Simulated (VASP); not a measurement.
A run of VASP 6.6.1 is set up as follows.

File INCAR:

```
SYSTEM = Sn2Se
  ALGO = Normal
  EDIFF = 1E-6
  ENCUT = 520
  GGA = PE
  ISIF = 2
  ISMEAR = 0
  LASPH = .True.
  LCHARG = .False.
  LREAL = .False.
  LWAVE = .False.
  NBANDS = 24
  NELM = 100
  PREC = Accurate
  SIGMA = 0.1
```

Contents of KPOINTS:

```
k-points
0
Gamma
  4 4 6
  0 0 0
```

POSCAR

```
Sn2Se
1.0
    5.6658065933      0.0000000000      0.0000000000
    0.0000000000      5.6658065933      0.0000000000
    0.0000000000      0.0000000000      3.0147723066
Sn Se
2 1
Direct
    0.0000000000      0.5000000000      0.5000000000
    0.5000000000      0.0000000000      0.5000000000
    0.5000000000      0.5000000000      0.5000000000
```

Potentials or basis: VASP PAW PBE potentials, release 64 (Sn_d, Se).

Run with:

```sh
$ cat potpaw_PBE.64/Sn_d/POTCAR potpaw_PBE.64/Se/POTCAR > POTCAR
$ mpirun -np 1 vasp_std > vasp.out
```

Problem. What does it give for the band gap on the k mesh?

Solution. Zero (bands 17 and 18 overlap by 2.48 eV).

Problem. What does it give for the pressure?

Solution. -0.2 GPa.

Stress tensor (GPa, compression positive):
```
-0.18  0.00  0.00
 0.00 -0.18  0.00
 0.00  0.00 -0.33
```

Caveat: spin-orbit coupling is left out, which moves the levels of the heavy elements.
